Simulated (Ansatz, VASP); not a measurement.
Two plane-wave programs on SnO2

INCAR

```
PREC = Accurate
ENCUT = 520
EDIFF = 1E-6
ISMEAR = 0
SIGMA = 0.05
LREAL = F
LASPH = T
NELM = 100
ALGO = Normal
ISIF = 2
LWAVE = F
LCHARG = F
GGA = PS
IVDW = 12
NBANDS = 35
```

The input KPOINTS:

```
regular mesh
0
Gamma
  12 12 4
```

POSCAR

```
SnO2
1.0
    3.1779419946      0.0000000000      0.0000000000
   -1.5889709973      2.7521784991      0.0000000000
    0.0000000000      0.0000000000     10.1134263721
Sn O
2 4
Direct
   -0.1024303573     -0.0749842258      0.5000000000
    0.1024303573      0.0749842258      0.0000000000
    0.5627820105      0.2572844869      0.4003665319
    0.7705513228      0.4093821798      0.0996334681
    0.2294486772      0.5906178202      0.5996334681
    0.4372179895      0.7427155131      0.9003665319
```

Input for Ansatz:

```yaml
crystal:
  lattice:
    - [3.1779419946, 0.0, 0.0]
    - [-1.5889709973, 2.7521784991, 0.0]
    - [0.0, 0.0, 10.1134263721]
  atoms:
    - { symbol: Sn, position: [-0.1024303573, -0.0749842258, 0.5] }
    - { symbol: Sn, position: [0.1024303573, 0.0749842258, 0.0] }
    - { symbol: O, position: [0.5627820105, 0.2572844869, 0.4003665319] }
    - { symbol: O, position: [0.7705513228, 0.4093821798, 0.0996334681] }
    - { symbol: O, position: [0.2294486772, 0.5906178202, 0.5996334681] }
    - { symbol: O, position: [0.4372179895, 0.7427155131, 0.9003665319] }
basis:
  ecutwfc: 520.0
kpoints:
  mp_grid: { grid: [12, 12, 4] }
hamiltonian:
  xc: pbesol
  pseudopotentials: { kind: paw, azcp: { folder: soft_1 } }
  dispersion: d3bj
scf:
  occupations: { method: gaussian, width: 0.05 }
output:
  forces: true
  stress: true
  eigenvalues: true
```

Change from the starting cell: mode 1 frozen in at -0.209 Å and mode 2 at -0.209 Å (largest displacements).

Alike in both runs: task single point; functional PBEsol; dispersion D3(BJ); k mesh 12 × 12 × 4; occupations gaussian, width 0.05 eV; no spin polarisation.

```csv
,VASP,Ansatz
version,VASP 6.6.1,Ansatz 0.2.0
potentials or method,"VASP PAW PBE potentials, release 64 (Sn_d, O), cutoff 520 eV","scalar-relativistic, plane waves, PAW"
valence electrons in the cell,52,52
```

VASP gave:

| Property | Result |
| --- | --- |
| gap on the k mesh at the Fermi level (eV) | 2.18 |
| least direct gap on the mesh (eV) | 2.57 |
| pressure (GPa) | 0.6 |
| traceless stress, the component that is largest in VASP (GPa) | -0.82 |
| rms of the force components (eV/Å) | 0.045 |

Estimate Ansatz's values.

gap on the k mesh at the Fermi level (eV): 2.20; least direct gap on the mesh (eV): 2.58; pressure (GPa): -0.1; traceless stress, the component that is largest in VASP (GPa): -0.40; rms of the force components (eV/Å): 0.024.

VASP's potentials were made for PBE, not for PBEsol, and Ansatz warns of the same on its side. Atom by atom the forces differ by 0.030 eV/Å (rms over components).
